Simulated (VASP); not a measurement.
Write the native input for VASP 6.6.1 that does the following.

| Item | Value |
| --- | --- |
| Task | single point |
| Functional | LDA |
| Potentials or basis | VASP PAW LDA potentials, release 64 (Al, N) |
| Cutoff | 520 eV |
| k mesh | 8 × 8 × 6 |
| Occupations | gaussian, width 0.01 eV |
| Spin | no spin polarisation |
| Dipole correction | no |
| Further INCAR settings | ALGO = Normal; EDIFF = 1e-06; NBANDS = 16 |

The structure of AlN lies in POSCAR:

```
AlN
1.0
    3.0887730631      0.0000000000      0.0000000000
   -1.5443865316      2.6749559392      0.0000000000
    0.0000000000      0.0000000000      4.9432521891
Al N
2 2
Direct
    0.3333333333      0.6666666667     -0.0009923830
    0.6666666667      0.3333333333      0.4990076170
    0.3333333333      0.6666666667      0.3809923830
    0.6666666667      0.3333333333      0.8809923830
```

These files were run (other wordings do the same):

INCAR

```
  PREC = Accurate
  ENCUT = 520
  EDIFF = 1E-6
  ISMEAR = 0
  SIGMA = 0.01
  LREAL = F
  LASPH = T
  NELM = 100
  ALGO = Normal
  ISIF = 2
  LWAVE = F
  LCHARG = F
  NBANDS = 16
```

KPOINTS

```
Automatic mesh
0
Gamma
  8 8 6
```

Potentials or basis: VASP PAW LDA potentials, release 64 (Al, N).

The run is started by

```sh
$ cat potpaw_LDA.64/Al/POTCAR potpaw_LDA.64/N/POTCAR > POTCAR
$ mpirun -np 1 vasp_std > vasp.out
```

Results of the run:

```json
{"Pressure": "0.6 GPa", "Band gap on the k mesh": "4.42 eV, direct"}
```

Run time: 12 s on 1 thread of Intel Xeon 6975P-C, with other jobs on the host, peak memory 0.15 GiB.
